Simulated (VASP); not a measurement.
# As (R-3m) in VASP: further runs

Runs on As. Level: PBEsol. Tasks: single point.

Program: VASP 6.6.1. These are calculated values, not measurements. Logs are shortened: lines on timing, memory, paths and dates and some standing lists are left out, and cuts for length are marked.

**1. The cell of the first run**

The structure is trigonal, space group R-3m (No. 166). Conventional cell: a = 3.642 Å, b = 3.642 Å, c = 11.143 Å, α = 90.00°, β = 90.00°, γ = 120.00°. Within 3.3 Å of As (site symmetry 3m) lie 6 As at 2.50 to 3.16 Å.

**2. Single point, PBEsol**

Contents of INCAR:

```
SYSTEM = As
PREC = Accurate
ENCUT = 520
EDIFF = 1E-6
ISMEAR = 0
SIGMA = 0.15
LREAL = .False.
LASPH = .True.
NELM = 80
ALGO = Normal
ISIF = 2
LWAVE = .False.
LCHARG = .False.
GGA = PS
NBANDS = 12
```

Contents of KPOINTS:

```
Automatic mesh
0
Gamma
  18 18 18
  0 0 0
```

Contents of POSCAR:

```
As
1.0
    1.8209683877      1.0513365888      3.7144443089
   -1.8209683877      1.0513365888      3.7144443089
    0.0000000000     -2.1026731777      3.7144443089
As
2
Direct
    0.2275400000      0.2275400000      0.2275400000
    0.7724600000      0.7724600000      0.7724600000
```

Potentials or basis: VASP PAW PBE potentials, release 64 (As).

Run with:

```console
> cat potpaw_PBE.64/As/POTCAR > POTCAR
> mpirun -np 1 vasp_std > vasp.out
```

OUTCAR:

```text
SYSTEM = As
   PREC = Accurate
   ENCUT = 520
   EDIFF = 1E-6
   ISMEAR = 0
   LREAL = .False.
   LASPH = .True.
   NELM = 80
   ISIF = 2
   GGA = PS

 ion  position               nearest neighbor table
   1  0.228  0.228  0.228-   2 2.50   2 2.50   2 2.50
   2  0.772  0.772  0.772-   1 2.50   1 2.50   1 2.50

  LATTYP: Found a trigonal (rhomboedric) cell.
 ALAT       =     4.2682936890
 COS(alpha) =     0.6359791831

  Lattice vectors:

 A1 = (   1.8209683877,   1.0513365888,   3.7144443089)
 A2 = (  -1.8209683877,   1.0513365888,   3.7144443089)
 A3 = (   0.0000000000,  -2.1026731777,   3.7144443089)

Analysis of symmetry for initial positions (statically):
=====================================================================
 Subroutine PRICEL returns:
 Original cell was already a primitive cell.

 Routine SETGRP: Setting up the symmetry group for a
 trigonal (rhombohedral) supercell.

 Subroutine GETGRP returns: Found 12 space group operations
 (whereof 12 operations were pure point group operations)
 out of a pool of 12 trial point group operations.

The static configuration has the point symmetry D_3d.

Analysis of symmetry for dynamics (positions and initial velocities):
=====================================================================
 Subroutine PRICEL returns:
 Original cell was already a primitive cell.

 Routine SETGRP: Setting up the symmetry group for a
 trigonal (rhombohedral) supercell.

 Subroutine GETGRP returns: Found 12 space group operations
 (whereof 12 operations were pure point group operations)
 out of a pool of 12 trial point group operations.

The dynamic configuration has the point symmetry D_3d.

 Subroutine INISYM returns: Found 12 space group operations
 (whereof 12 operations are pure point group operations),
 and found     1 'primitive' translations

----------------------------------------------------------------------------------------

                                     Primitive cell

  volume of cell :      42.6667

  direct lattice vectors                    reciprocal lattice vectors
     1.820968388  1.051336589  3.714444309     0.274579176  0.158528361  0.089739758
    -1.820968388  1.051336589  3.714444309    -0.274579176  0.158528361  0.089739758
     0.000000000 -2.102673178  3.714444309     0.000000000 -0.317056723  0.089739758

  length of vectors
     4.268293689  4.268293689  4.268293689     0.329512048  0.329512048  0.329512048

  position of ions in fractional coordinates (direct lattice)
     0.227540000  0.227540000  0.227540000
     0.772460000  0.772460000  0.772460000

  ion indices of the primitive-cell ions
   primitive index   ion index
                 1           1
                 2           2

----------------------------------------------------------------------------------------

 KPOINTS: Automatic mesh

Automatic generation of k-mesh.
 Grid dimensions read from file:
 generate k-points for:   18   18   18

 Generating k-lattice:

  Cartesian coordinates                     Fractional coordinates (reciprocal lattice)
     0.015254399  0.008807131  0.004985542     0.055555556  0.000000000 -0.000000000
    -0.015254399  0.008807131  0.004985542     0.000000000  0.055555556 -0.000000000
     0.000000000 -0.017614262  0.004985542     0.000000000  0.000000000  0.055555556

  Length of vectors
     0.018306225  0.018306225  0.018306225

  Shift w.r.t. Gamma in fractional coordinates (k-lattice)
     0.000000000  0.000000000  0.000000000

 Subroutine IBZKPT returns following result:
 ===========================================

 Found    580 irreducible k-points:

 Following reciprocal coordinates:
            Coordinates               Weight
  0.000000  0.000000  0.000000      1.000000
  0.055556  0.000000  0.000000      6.000000
  0.111111  0.000000  0.000000      6.000000
  0.166667 -0.000000  0.000000      6.000000
  0.222222 -0.000000  0.000000      6.000000
  0.277778 -0.000000  0.000000      6.000000
[... 16 lines left out ...]
 -0.277778  0.055556  0.000000     12.000000
 -0.222222  0.055556  0.000000     12.000000
 [... further k-points ...]
   k-points           NKPTS =    580   k-points in BZ     NKDIM =    580   number of bands    NBANDS=     12
   number of dos      NEDOS =    301   number of ions     NIONS =      2
   total plane-waves  NPLWV =  32768
   dimension x,y,z NGX =    32 NGY =   32 NGZ =   32
   dimension x,y,z NGXF=    64 NGYF=   64 NGZF=   64
   ions per type =               2
   NGX,Y,Z   is equivalent  to a cutoff of  12.46, 12.46, 12.46 a.u.
   NGXF,Y,Z  is equivalent  to a cutoff of  24.93, 24.93, 24.93 a.u.
 SYSTEM =  As
   PREC   = accura    normal or accurate (medium, high low for compatibility)
   ISTART =      0    job   : 0-new  1-cont  2-samecut
   ICHARG =      2    charge: 1-file 2-atom 10-const
   ISPIN  =      1    spin polarized calculation?
   LNONCOLLINEAR =      F non collinear calculations
   LSORBIT =      F    spin-orbit coupling
   LASPH  =      T    aspherical Exc in radial PAW
   ENCUT  =  520.0 eV  38.22 Ry    6.18 a.u.   7.94  7.94  7.94*2*pi/ulx,y,z
   NELM   =     80;   NELMIN=  2; NELMDL= -5     # of ELM steps
   EDIFF  = 0.1E-05   stopping-criterion for ELM
   LREAL  =      F    real-space projection
   EDIFFG = 0.1E-04   stopping-criterion for IOM
   NSW    =      0    number of steps for IOM
   IBRION =     -1    ionic relax: 0-MD 1-quasi-New 2-CG
   NFREE  =      0    steps in history (QN), initial steepest desc. (CG)
   ISIF   =      2    stress and relaxation
   ISYM   =      2    0-nonsym 1-usesym 2-fastsym
   POTIM  = 0.5000    time-step for ionic-motion
   TEBEG  =    0.0;   TEEND  =   0.0 temperature during run
   PSTRESS=    0.0 pullay stress
   NELECT =      10.0000    total number of electrons
   NUPDOWN=      -1.0000    fix difference up-down
   EMIN   =  10.00;   EMAX   =-10.00  energy-range for DOS
   EFERMI =   0.00;   METHOD = LEGACY
   ISMEAR =     0;   SIGMA  =   0.15  broadening in eV -4-tet -1-fermi 0-gaus
   EFERMI_NEDOS =   21; number of points for ismear=-14 and -15
   IALGO  =     38    algorithm
   IMIX   =      4    mixing-type and parameters
     AMIX     =   0.40;   BMIX     =  1.00
     AMIX_MAG =   1.60;   BMIX_MAG =  1.00
  volume/ion in A,a.u.               =      21.33       143.96
  Fermi-wavevector in a.u.,A,eV,Ry     =   1.009358  1.907409 13.861654  1.018803
  Thomas-Fermi vector in A             =   2.142281
   LORBIT       =      0    0 simple, 1 ext, 2 COOP (PROOUT), +10 PAW based schemes
   GGA     = PS    functional components
   LHFCALC =     F    Hartree Fock is set to
   AEXX    =    0.0000 exact exchange contribution
   IVDW    =     0    specifies the selected vdW correction
   LEPSILON=     F    determine dielectric tensor
   LRPA    =     F    only Hartree local field effects (RPA)
 non-spin polarized calculation
 Gauss-broadening in eV      SIGMA  =   0.15
  energy-cutoff  :      520.00
  volume of cell :       42.67
 maximum number of plane-waves:      1164
   NGX = 15   NGY = 15   NGZ = 15

 number of electron      10.0000001 magnetization

 Free energy of the ion-electron system (eV)
  ---------------------------------------------------
  ext. energy  EPLUGINS =         0.00000000
  ---------------------------------------------------
  free energy    TOTEN  =       -10.16228653 eV

  energy without entropy =      -10.15756392  energy(sigma->0) =      -10.15992522

 E-fermi :   5.5026     XC(G=0): -10.1447

 val. band max:        5.4995406004   @ k =  -0.1111   0.3889   0.0556
 cond. band min:       5.5082174974   @ k =  -0.4444   0.1111   0.0000
 fundamental gap:      0.0086768970
 Fermi energy:         5.5026220025

 k-point     1 :       0.0000    0.0000    0.0000
  band No.  band energies     occupation
      1      -9.7438      2.00000
      2      -0.7198      2.00000
      3       2.1761      2.00000
      4       3.9076      2.00000
      5       3.9076      2.00000
      6       7.3738      0.00000
      7       8.4401      0.00000
      8       8.4401      0.00000
      9      12.7122      0.00000
     10      12.7122      0.00000
     11      12.8569      0.00000
     12      14.4029      0.00000

 k-point     2 :       0.0556    0.0000    0.0000
  band No.  band energies     occupation
      1      -9.6999      2.00000
      2      -0.8200      2.00000
      3       2.2312      2.00000
      4       3.7268      2.00000
      5       3.8598      2.00000
      6       7.5502      0.00000
      7       8.3213      0.00000
      8       8.4185      0.00000
      9      12.2352      0.00000
     10      12.5489      0.00000
     11      12.6407      0.00000
     12      14.7008      0.00000

 k-point     3 :       0.1111    0.0000    0.0000
  band No.  band energies     occupation
      1      -9.5687      2.00000
      2      -1.1154      2.00000
      3       2.3535      2.00000
      4       3.3683      2.00000
      5       3.7295      2.00000
      6       7.6887      0.00000
      7       8.1862      0.00000
      8       8.3302      0.00000
      9      11.5702      0.00000
     10      12.1016      0.00000
     11      12.6298      0.00000
     12      15.4388      0.00000
[... 286 lines left out ...]
 k-point    23 :      -0.2778    0.0556    0.0000
  band No.  band energies     occupation
      1      -8.4531      2.00000
      2      -3.2641      2.00000
      3       2.3473      2.00000
      4       2.6066      2.00000
      5       3.7163      2.00000
      6       5.9112      0.00012
      7       6.8390      0.00000
      8       7.9045      0.00000
      9      11.3478      0.00000
     10      13.2345      0.00000
     11      15.2400      0.00000
     12      17.4870      0.00000

 k-point    24 :      -0.2222    0.0556    0.0000
  band No.  band energies     occupation
      1      -8.8664      2.00000
      2      -2.4989      2.00000
      3       2.4257      2.00000
      4       2.7459      2.00000
      5       3.4686      2.00000
      6       6.4330      0.00000
      7       7.3423      0.00000
      8       8.1535      0.00000
      9      11.2423      0.00000
     10      12.4070      0.00000
     11      14.2433      0.00000
     12      16.9673      0.00000

 [... further k-points ...]
[... 5 lines left out ...]
  --------------------------------------------------------------------------------------
  -------------------------------------------------------------------------------------
  Total        0.7402248      0.7402248     -0.2296534      0.0000000      0.0000000      0.0000000
  in kB       27.7961669     27.7961669     -8.6237118      0.0000000      0.0000000      0.0000000
  external PRESSURE =      15.6562073 kB  Pullay stress =       0.0000000 kB

 VOLUME and BASIS-vectors are now :
 -----------------------------------------------------------------------------
  energy-cutoff  :      520.00
  volume of cell :       42.67
      direct lattice vectors                 reciprocal lattice vectors
     1.820968388  1.051336589  3.714444309     0.274579176  0.158528361  0.089739758
    -1.820968388  1.051336589  3.714444309    -0.274579176  0.158528361  0.089739758
     0.000000000 -2.102673178  3.714444309     0.000000000 -0.317056723  0.089739758

 POSITION                                       TOTAL-FORCE (eV/Angst)
 -----------------------------------------------------------------------------------
      0.00000     -0.00000      2.53555         0.000000     -0.000000      0.038743
      0.00000     -0.00000      8.60778         0.000000      0.000000     -0.038743
 -----------------------------------------------------------------------------------
    total drift:                               -0.000000      0.000000     -0.000000

  FREE ENERGIE OF THE ION-ELECTRON SYSTEM (eV)
  ---------------------------------------------------
  free  energy   TOTEN  =       -10.1622865310 eV

  energy  without entropy=      -10.1575639174  energy(sigma->0) =      -10.15992522
```

It took 2.2 min on 1 thread of Intel Xeon Platinum 8488C (Sapphire Rapids), shared host; peak memory 0.37 GiB.

Results:

- Free energy: -10.1623 eV
- Pressure: 1.6 GPa
- Largest force: 0.039 eV/Å
- Band gap on the k mesh: zero (bands 5 and 6 overlap by 0.93 eV)

Forces on the atoms (eV/Å):
```
As   0.000  0.000  0.039
As   0.000  0.000 -0.039
```

Caveat: the PAW data sets were made with another functional, which shifts forces and pressure a little.

(Part 1 of 2 ends here.)
